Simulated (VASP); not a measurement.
Crystal: YP2Pd2.

```
Y P Pd
1.0
    -2.05057    2.05057    4.95823
     2.05057   -2.05057    4.95823
     2.05057    2.05057   -4.95823
Y P Pd
1 2 2
Direct
  0.00000 0.00000 0.00000
  0.38876 0.38876 0.00000
  0.61124 0.61124 0.00000
  0.75000 0.25000 0.50000
  0.25000 0.75000 0.50000
```

```yaml
Program: VASP 6.6.1
Task: relaxation of cell and atoms
Functional: PBEsol
Potentials_or_basis: VASP PAW PBE potentials, release 64 (Y_sv, P, Pd)
Cutoff: 600 eV
k_mesh: 12 × 12 × 12
Occupations: gaussian, width 0.1 eV
Spin: no spin polarisation
```

At the start: pressure -5.5 GPa; volume 16.68 Å³/atom.

Q: Where does the relaxation end?

A: Over 9 steps the energy falls by 11.6 meV/atom and the volume is 16.04 Å³/atom (-3.8 %); space group I4/mmm (No. 139, to 0.1 Å) before and after.

Step by step:
```
step  energy change (eV)  largest force (eV/Å)  pressure (GPa)  volume (Å³)
   1              0.0000                0.2314           -5.49        83.39
   2              0.0268                0.3686            7.85        76.68
   3             -0.0580                0.0101           -0.06        80.24
   4             -0.0580                0.0156            0.06        80.18
   5             -0.0581                0.0092           -0.08        80.25
   6             -0.0581                0.0060           -0.15        80.28
   7             -0.0581                0.0048           -0.11        80.25
   8             -0.0581                0.0031           -0.05        80.21
   9             -0.0581                0.0014           -0.01        80.19
```

Final structure:
```
Y P Pd
1.0
    -2.02131    2.02131    4.90677
     2.02131   -2.02131    4.90677
     2.02131    2.02131   -4.90677
Y P Pd
1 2 2
Direct
  0.00000 0.00000 0.00000
  0.38847 0.38847 0.00000
  0.61153 0.61153 0.00000
  0.75000 0.25000 0.50000
  0.25000 0.75000 0.50000
```

Caveat: the PAW data sets were made with another functional, which shifts forces and pressure a little.
